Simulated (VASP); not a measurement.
# PbS (R3m) in VASP: single point with LDA

Aim: the single point of PbS with LDA.

Everything below comes from runs of VASP 6.6.1. Logs are shortened: lines on timing, memory, paths and dates and some standing lists are left out, and cuts for length are marked.

## 1. The cell of the first run

Symmetry: R3m, No. 160, trigonal system. Conventional cell: a = 4.225 Å, b = 4.225 Å, c = 10.356 Å, α = 90.00°, β = 90.00°, γ = 120.00°. Pb (site symmetry 3m) has 6 S at 2.96 to 3.02 Å within 3.9 Å. Within 3.9 Å of S (site symmetry 3m) lie 6 Pb at 2.96 to 3.02 Å.

## 2. Single point, LDA

INCAR reads:

```
PREC = Accurate ; ENCUT = 500
EDIFF = 1E-6 ; ISMEAR = 0
SIGMA = 0.01 ; LREAL = False
LASPH = True ; NELM = 120
ALGO = Normal ; ISIF = 2
LWAVE = False ; LCHARG = False
NBANDS = 17 ; GGA_COMPAT = False
```

KPOINTS reads:

```
regular mesh
0
Gamma
  4 4 4
```

POSCAR reads:

```
PbS
1.0
    2.1126620000      1.2197460000      3.4519160000
   -2.1126620000      1.2197460000      3.4519160000
    0.0000000000     -2.4394920000      3.4519160000
Pb S
1 1
Direct
    0.9805660000      0.9805660000      0.9805660000
    0.4750360000      0.4750360000      0.4750360000
```

Potentials or basis: VASP PAW LDA potentials, release 64 (Pb_d, S).

Command:

```bash
cat potpaw_LDA.64/Pb_d/POTCAR potpaw_LDA.64/S/POTCAR > POTCAR
mpirun -np 1 vasp_std > vasp.out
```

OUTCAR:

```text
PREC = Accurate
   ENCUT = 500
   EDIFF = 1E-6
   ISMEAR = 0
   LREAL = False
   LASPH = True
   NELM = 120
   ISIF = 2

 ion  position               nearest neighbor table
   1  0.981  0.981  0.981-   2 2.96   2 2.96   2 2.96   2 3.02   2 3.02   2 3.02
   2  0.475  0.475  0.475-   1 2.96   1 2.96   1 2.96   1 3.02   1 3.02   1 3.02

  LATTYP: Found a trigonal (rhomboedric) cell.
 ALAT       =     4.2269191028
 COS(alpha) =     0.5003772834

  Lattice vectors:

 A1 = (   2.1126620000,   1.2197460000,   3.4519160000)
 A2 = (  -2.1126620000,   1.2197460000,   3.4519160000)
 A3 = (   0.0000000000,  -2.4394920000,   3.4519160000)

Analysis of symmetry for initial positions (statically):
=====================================================================
 Subroutine PRICEL returns:
 Original cell was already a primitive cell.

 Routine SETGRP: Setting up the symmetry group for a
 trigonal (rhombohedral) supercell.

 Subroutine GETGRP returns: Found  6 space group operations
 (whereof  6 operations were pure point group operations)
 out of a pool of 12 trial point group operations.

The static configuration has the point symmetry C_3v.

Analysis of symmetry for dynamics (positions and initial velocities):
=====================================================================
 Subroutine PRICEL returns:
 Original cell was already a primitive cell.

 Routine SETGRP: Setting up the symmetry group for a
 trigonal (rhombohedral) supercell.

 Subroutine GETGRP returns: Found  6 space group operations
 (whereof  6 operations were pure point group operations)
 out of a pool of 12 trial point group operations.

The dynamic configuration has the point symmetry C_3v.

 Subroutine INISYM returns: Found  6 space group operations
 (whereof  6 operations are pure point group operations),
 and found     1 'primitive' translations

----------------------------------------------------------------------------------------

                                     Primitive cell

  volume of cell :      53.3717

  direct lattice vectors                    reciprocal lattice vectors
     2.112662000  1.219746000  3.451916000     0.236668241  0.136640470  0.096564729
[... 69 lines left out ...]
   LNONCOLLINEAR =      F non collinear calculations
   LSORBIT =      F    spin-orbit coupling
   LASPH  =      T    aspherical Exc in radial PAW
   ENCUT  =  500.0 eV  36.75 Ry    6.06 a.u.   7.71  7.71  7.71*2*pi/ulx,y,z
   NELM   =    120;   NELMIN=  2; NELMDL= -5     # of ELM steps
   EDIFF  = 0.1E-05   stopping-criterion for ELM
   LREAL  =      F    real-space projection
   EDIFFG = 0.1E-04   stopping-criterion for IOM
   NSW    =      0    number of steps for IOM
   IBRION =     -1    ionic relax: 0-MD 1-quasi-New 2-CG
   NFREE  =      0    steps in history (QN), initial steepest desc. (CG)
   ISIF   =      2    stress and relaxation
   ISYM   =      2    0-nonsym 1-usesym 2-fastsym
   POTIM  = 0.5000    time-step for ionic-motion
   TEBEG  =    0.0;   TEEND  =   0.0 temperature during run
   PSTRESS=    0.0 pullay stress
   NELECT =      20.0000    total number of electrons
   NUPDOWN=      -1.0000    fix difference up-down
   EMIN   =  10.00;   EMAX   =-10.00  energy-range for DOS
   EFERMI =   0.00;   METHOD = LEGACY
   ISMEAR =     0;   SIGMA  =   0.01  broadening in eV -4-tet -1-fermi 0-gaus
   EFERMI_NEDOS =   21; number of points for ismear=-14 and -15
   IALGO  =     38    algorithm
   IMIX   =      4    mixing-type and parameters
     AMIX     =   0.40;   BMIX     =  1.00
     AMIX_MAG =   1.60;   BMIX_MAG =  1.00
  volume/ion in A,a.u.               =      26.69       180.08
  Fermi-wavevector in a.u.,A,eV,Ry     =   1.180270  2.230386 18.953408  1.393036
  Thomas-Fermi vector in A             =   2.316565
   LORBIT       =      0    0 simple, 1 ext, 2 COOP (PROOUT), +10 PAW based schemes
   GGA     = CA    functional components
   LHFCALC =     F    Hartree Fock is set to
   AEXX    =    0.0000 exact exchange contribution
   IVDW    =     0    specifies the selected vdW correction
   LEPSILON=     F    determine dielectric tensor
   LRPA    =     F    only Hartree local field effects (RPA)
 non-spin polarized calculation
 Gauss-broadening in eV      SIGMA  =   0.01
  energy-cutoff  :      500.00
  volume of cell :       53.37
 maximum number of plane-waves:      1363
 NGX is ok and might be reduce to    32
   NGX = 15   NGY = 15   NGZ = 15

 number of electron      20.0000002 magnetization

 Free energy of the ion-electron system (eV)
  ---------------------------------------------------
  ext. energy  EPLUGINS =         0.00000000
  ---------------------------------------------------
  free energy    TOTEN  =        -9.94789620 eV

  energy without entropy =       -9.94789620  energy(sigma->0) =       -9.94789620

 E-fermi :   5.3813     XC(G=0):  -9.9270

 val. band max:        5.2635643039   @ k =   0.5000   0.0000   0.0000
 cond. band min:       5.5698504887   @ k =   0.5000   0.0000   0.0000
 fundamental gap:      0.3062861848
 Fermi energy:         5.3813253575

 k-point     1 :       0.0000    0.0000    0.0000
  band No.  band energies     occupation
      1     -11.4386      2.00000
      2     -11.4386      2.00000
      3     -11.4383      2.00000
      4     -11.4295      2.00000
      5     -11.4295      2.00000
      6      -8.0783      2.00000
[... 237 lines left out ...]
      4     -11.3935      2.00000
      5     -11.3935      2.00000
      6      -6.8516      2.00000
[... 9 lines left out ...]
     16      15.4181      0.00000
     17      15.7033      0.00000

------------------------ aborting loop because EDIFF is reached ----------------------------------------

  FORCE on cell =-STRESS in cart. coord.  units (eV):
  Direction    XX          YY          ZZ          XY          YZ          ZX
  --------------------------------------------------------------------------------------
  -------------------------------------------------------------------------------------
  Total       -1.2139967     -1.2139968     -1.2167233     -0.0000000     -0.0000000      0.0000000
  in kB      -36.4432586    -36.4432602    -36.5251099     -0.0000000     -0.0000000      0.0000000
  external PRESSURE =     -36.4705429 kB  Pullay stress =       0.0000000 kB

 VOLUME and BASIS-vectors are now :
 -----------------------------------------------------------------------------
  energy-cutoff  :      500.00
  volume of cell :       53.37
      direct lattice vectors                 reciprocal lattice vectors
     2.112662000  1.219746000  3.451916000     0.236668241  0.136640470  0.096564729
    -2.112662000  1.219746000  3.451916000    -0.236668241  0.136640470  0.096564729
     0.000000000 -2.439492000  3.451916000     0.000000000 -0.273280940  0.096564729

 POSITION                                       TOTAL-FORCE (eV/Angst)
 -----------------------------------------------------------------------------------
      0.00000      0.00000     10.15449         0.000000      0.000000      0.070412
      0.00000      0.00000      4.91935         0.000000     -0.000000     -0.070412
 -----------------------------------------------------------------------------------
    total drift:                               -0.000000     -0.000000     -0.000258

  FREE ENERGIE OF THE ION-ELECTRON SYSTEM (eV)
  ---------------------------------------------------
  free  energy   TOTEN  =        -9.9478962017 eV

  energy  without entropy=       -9.9478962017  energy(sigma->0) =       -9.94789620
```

stdout:

```text
POSCAR found type information on POSCAR PbS
 POSCAR found :  2 types and       2 ions
 scaLAPACK will be used
 LDA part: xc-table for (Slater(with rela. corr.)+CA(PZ))
 , standard interpolation
 POSCAR, INCAR and KPOINTS ok, starting setup
 FFT: planning ... GRIDC
 FFT: planning ... GRID_SOFT
 FFT: planning ... GRID
 WAVECAR not read
 entering main loop
```

Wall time 14 s (1 thread of AMD EPYC 7R13, shared host); peak memory 0.12 GiB.

Results:

* Free energy: -9.9479 eV
* Pressure: -3.6 GPa
* Largest force: 0.070 eV/Å
* Band gap on the k mesh: 0.31 eV, direct

Forces in eV/Å, atoms in the order of the input:
```
Pb   0.000  0.000  0.070
S    0.000  0.000 -0.070
```

Levels at points of the mesh, in eV from the valence-band top:
| k point | band 6 | band 7 | band 8 | band 9 | band 10 | band 11 | band 12 | band 13 | band 14 | band 15 |
| --- | --- | --- | --- | --- | --- | --- | --- | --- | --- | --- |
| (0.00, 0.00, 0.00) | -13.34 | -6.09 | -2.02 | -2.02 | -2.02 | 5.01 | 5.03 | 5.03 | 6.74 | 6.74 |
| (0.50, 0.00, 0.00) | -12.11 | -8.77 | -1.64 | -1.64 | 0.00 | 0.31 | 1.92 | 1.93 | 8.47 | 10.15 |
| (0.50, 0.50, 0.00) | -11.71 | -7.22 | -5.03 | -3.29 | -3.28 | 3.83 | 5.42 | 5.51 | 5.53 | 11.19 |
| (0.50, 0.50, 0.50) | -12.12 | -8.76 | -1.64 | -1.64 | -0.04 | 0.35 | 1.92 | 1.92 | 8.46 | 10.15 |

Caveat: the k points lie up to 0.46 Å⁻¹ apart; spin-orbit coupling is left out, which moves the levels of the heavy elements.
